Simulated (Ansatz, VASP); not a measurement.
# Two plane-wave programs on Se

```
Se
1.0
     3.54625    0.00000    0.00000
    -1.77312    3.07114    0.00000
     0.00000    0.00000    3.69499
Se
2
Direct
  0.33333 0.66667 0.25000
  0.66667 0.33333 0.75000
```

Alike in both runs: task single point; functional revPBE; k mesh 11 × 11 × 9; occupations fermi-dirac, width 0.1 eV; no spin polarisation.

|  | VASP | Ansatz |
| --- | --- | --- |
| version | VASP 6.6.1 | Ansatz 0.2.0 |
| potentials or method | VASP PAW PBE potentials, release 64 (Se), cutoff 520 eV | plane waves (420 eV) with PAW, scalar-relativistic |
| valence electrons in the cell | 12 | 32 |

|  | VASP | Ansatz | Ansatz less VASP |
| --- | --- | --- | --- |
| pressure (GPa) | 10.2 | 10.2 | -0.03 |
| traceless stress, the component that is largest in VASP (GPa) | 3.26 | 3.24 | -0.017 |

VASP's potentials were made for PBE, not for revPBE. VASP's potentials hold 12 valence electrons a cell and Ansatz's 32, so a difference there can come from the potentials and not from the codes.
